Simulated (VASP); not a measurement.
# Cr in VASP: further runs, part 3 of 3

VASP 6.6.1.

### 5 Electric field gradients, PBE, collinear spin, ferromagnetic start (x and y stretched by +1 %, z held)

Contents of INCAR:

```
ALGO = Normal
EDIFF = 1E-8
ENCUT = 520
GGA = PE
ISIF = 2
ISMEAR = -1
ISPIN = 2
LASPH = True
LCHARG = False
LEFG = True
LMAXMIX = 4
LORBIT = 11
LREAL = False
LWAVE = False
MAGMOM = 3
NBANDS = 16
NELM = 150
PREC = Accurate
SIGMA = 0.08
```

Contents of KPOINTS:

```
k-points
0
Gamma
  18 18 18
```

Contents of POSCAR:

```
Cr
1.0
   -1.4563695000      1.4563695000      1.4419500000
    1.4563695000     -1.4563695000      1.4419500000
    1.4563695000      1.4563695000     -1.4419500000
Cr
1
Direct
    0.0000000000      0.0000000000      0.0000000000
```

Potentials or basis: VASP PAW PBE potentials, release 64 (Cr_pv).

Run with:

```
$ cat potpaw_PBE.64/Cr_pv/POTCAR > POTCAR
$ mpirun -np 1 vasp_std > vasp.out
```

OUTCAR:

```text
EDIFF = 1E-8
   ENCUT = 520
   GGA = PE
   ISIF = 2
   ISMEAR = -1
   ISPIN = 2
   LASPH = True
   LORBIT = 11
   LREAL = False
   NELM = 150
   PREC = Accurate

 ion  position               nearest neighbor table
   1  0.000  0.000  0.000-

  LATTYP: Found a body centered tetragonal cell.
 ALAT       =     2.9127390000
 C/A-ratio  =     0.9900990099

  Lattice vectors:

 A1 = (  -1.4563695000,   1.4563695000,   1.4419500000)
 A2 = (   1.4563695000,  -1.4563695000,   1.4419500000)
 A3 = (   1.4563695000,   1.4563695000,  -1.4419500000)

Analysis of symmetry for initial positions (statically):
=====================================================================
 Subroutine PRICEL returns:
 Original cell was already a primitive cell.

 Routine SETGRP: Setting up the symmetry group for a
 body centered tetragonal supercell.

 Subroutine GETGRP returns: Found 16 space group operations
 (whereof 16 operations were pure point group operations)
 out of a pool of 16 trial point group operations.

The static configuration has the point symmetry D_4h.

Analysis of symmetry for dynamics (positions and initial velocities):
=====================================================================
 Subroutine PRICEL returns:
 Original cell was already a primitive cell.

 Routine SETGRP: Setting up the symmetry group for a
 body centered tetragonal supercell.

 Subroutine GETGRP returns: Found 16 space group operations
 (whereof 16 operations were pure point group operations)
 out of a pool of 16 trial point group operations.

The dynamic configuration has the point symmetry D_4h.

Analysis of structural, dynamic, and magnetic symmetry:
=====================================================================
 Subroutine PRICEL returns:
 Original cell was already a primitive cell.

 Routine SETGRP: Setting up the symmetry group for a
 body centered tetragonal supercell.

 Subroutine GETGRP returns: Found 16 space group operations
 (whereof 16 operations were pure point group operations)
 out of a pool of 16 trial point group operations.

The overall configuration has the point symmetry D_4h.

 Subroutine INISYM returns: Found 16 space group operations
 (whereof 16 operations are pure point group operations),
 and found     1 'primitive' translations

----------------------------------------------------------------------------------------

                                     Primitive cell

  volume of cell :      12.2336

  direct lattice vectors                    reciprocal lattice vectors
    -1.456369500  1.456369500  1.441950000     0.000000000  0.343319467  0.346752661
     1.456369500 -1.456369500  1.441950000     0.343319467  0.000000000  0.346752661
     1.456369500  1.456369500 -1.441950000     0.343319467  0.343319467  0.000000000

  length of vectors
     2.514208433  2.514208433  2.514208433     0.487960720  0.487960720  0.485527046

  position of ions in fractional coordinates (direct lattice)
     0.000000000  0.000000000  0.000000000

  ion indices of the primitive-cell ions
   primitive index   ion index
[... 95 lines left out ...]
  Fermi-wavevector in a.u.,A,eV,Ry     =   1.626613  3.073852 35.999227  2.645869
  Thomas-Fermi vector in A             =   2.719543
   LORBIT       =     11    0 simple, 1 ext, 2 COOP (PROOUT), +10 PAW based schemes
   GGA     = PE    functional components
   LHFCALC =     F    Hartree Fock is set to
   AEXX    =    0.0000 exact exchange contribution
   IVDW    =     0    specifies the selected vdW correction
   LEPSILON=     F    determine dielectric tensor
   LRPA    =     F    only Hartree local field effects (RPA)
 spin polarized calculation
  energy-cutoff  :      520.00
  volume of cell :       12.23
 maximum number of plane-waves:       362
   NGX =  9   NGY =  9   NGZ =  9

 number of electron      11.9999996 magnetization      -0.0000202

 number of electron      11.9999996 magnetization       0.0000005

 Free energy of the ion-electron system (eV)
  ---------------------------------------------------
  ext. energy  EPLUGINS =         0.00000000
  ---------------------------------------------------
  free energy    TOTEN  =        -9.49059290 eV

  energy without entropy =       -9.47291579  energy(sigma->0) =       -9.48175435

 E-fermi :  10.1747     XC(G=0): -13.3440

 val. band max:       10.1718058583   @ k =  -0.2222  -0.3333   0.2222
 cond. band min:      10.1823029498   @ k =  -0.3889   0.3889   0.2778
 fundamental gap:      0.0104970915
 Fermi energy:        10.1746665087

 spin component 1

 k-point     1 :       0.0000    0.0000    0.0000
  band No.  band energies     occupation
      1     -32.6308      1.00000
      2     -32.6308      1.00000
      3     -32.6262      1.00000
      4       2.5289      1.00000
      5       9.2791      0.99999
      6       9.3561      0.99996
[... 435 lines left out ...]
      5       8.8061      1.00000
      6       9.0788      1.00000
[... 8 lines left out ...]
     15      37.9535      0.00000
     16      39.1294      0.00000

 [... further k-points ...]

 spin component 2

 k-point     1 :       0.0000    0.0000    0.0000
  band No.  band energies     occupation
      1     -32.6308      1.00000
      2     -32.6308      1.00000
      3     -32.6262      1.00000
      4       2.5289      1.00000
      5       9.2791      0.99999
      6       9.3561      0.99996
[... 435 lines left out ...]
      5       8.8061      1.00000
      6       9.0788      1.00000
[... 8 lines left out ...]
     15      37.9535      0.00000
     16      39.1294      0.00000

 [... further k-points ...]

------------------------ aborting loop because EDIFF is reached ----------------------------------------

  FORCE on cell =-STRESS in cart. coord.  units (eV):
  Direction    XX          YY          ZZ          XY          YZ          ZX
  --------------------------------------------------------------------------------------
  -------------------------------------------------------------------------------------
  Total       -1.0956925     -1.0956925     -0.8713199      0.0000000      0.0000000     -0.0000000
  in kB     -143.4980230   -143.4980230   -114.1129322      0.0000000      0.0000000     -0.0000000
  external PRESSURE =    -133.7029927 kB  Pullay stress =       0.0000000 kB

 VOLUME and BASIS-vectors are now :
 -----------------------------------------------------------------------------
  energy-cutoff  :      520.00
  volume of cell :       12.23
      direct lattice vectors                 reciprocal lattice vectors
    -1.456369500  1.456369500  1.441950000     0.000000000  0.343319467  0.346752661
     1.456369500 -1.456369500  1.441950000     0.343319467  0.000000000  0.346752661
     1.456369500  1.456369500 -1.441950000     0.343319467  0.343319467  0.000000000

 POSITION                                       TOTAL-FORCE (eV/Angst)
 -----------------------------------------------------------------------------------
      0.00000      0.00000      0.00000         0.000000      0.000000      0.000000
 -----------------------------------------------------------------------------------
    total drift:                               -0.000000     -0.000000      0.000000

  FREE ENERGIE OF THE ION-ELECTRON SYSTEM (eV)
  ---------------------------------------------------
  free  energy   TOTEN  =        -9.4905929030 eV

  energy  without entropy=       -9.4729157895  energy(sigma->0) =       -9.48175435

 Electric field gradients (V/A^2)
---------------------------------------------------------------------
 ion       V_xx      V_yy      V_zz      V_xy      V_xz      V_yz
---------------------------------------------------------------------
   1       1.028     1.028    -2.056    -0.002    -0.002    -0.002
---------------------------------------------------------------------

 Electric field gradients after diagonalization (V/A^2)
 (convention: |V_zz| > |V_xx| > |V_yy|)
----------------------------------------------------------------------
 ion       V_xx      V_yy      V_zz     asymmetry (V_yy - V_xx)/ V_zz
----------------------------------------------------------------------
   1       1.030     1.026    -2.056       0.002
----------------------------------------------------------------------

           NMR quadrupolar parameters

 Cq : quadrupolar parameter    Cq=e*Q*V_zz/h
 eta: asymmetry parameters     (V_yy - V_xx)/ V_zz
 Q  : nuclear electric quadrupole moment in mb (millibarn)
----------------------------------------------------------------------
 ion       Cq(MHz)       eta       Q (mb)
----------------------------------------------------------------------
   1      -0.005       0.002       1.000
----------------------------------------------------------------------

 total charge

# of ion       s       p       d       tot
------------------------------------------
    1        0.420   6.371   4.147  10.938

 magnetization (x)

# of ion       s       p       d       tot
------------------------------------------
    1        0.000  -0.000   0.000   0.000
```

stdout:

```text
POSCAR found type information on POSCAR Cr
 POSCAR found :  1 types and       1 ions
 scaLAPACK will be used
 LDA part: xc-table for (Slater+PW92), standard interpolation
 POSCAR, INCAR and KPOINTS ok, starting setup
 FFT: planning ... GRIDC
 FFT: planning ... GRID_SOFT
 FFT: planning ... GRID
 WAVECAR not read
 entering main loop
ion   1
```

It took 2.6 min on 1 thread of AMD EPYC 7R43 (Zen 3), shared host; peak memory 0.21 GiB.

What came out:

* Free energy: -9.4906 eV
* Pressure: -13.4 GPa
* Band gap on the k mesh: zero (filled and empty bands overlap)
* Net moment: 0.00 μB per cell
* Largest electric field gradient by atom: Cr -2.1 V/Å²
* Valence electrons inside the program's atomic spheres: Cr 10.94

Electric field gradients, principal values (V/Å²):
| atom | least | middle | greatest (by size) |
| --- | --- | --- | --- |
| 1 Cr | 1.026 | 1.030 | -2.056 |

Caveat: the cell differs from its parent crystal (x and y stretched by +1 %, z held); the cell stands under tension; without QUAD_EFG the Cq values of the log hold for a quadrupole moment of 1 mb, not for the nuclei.
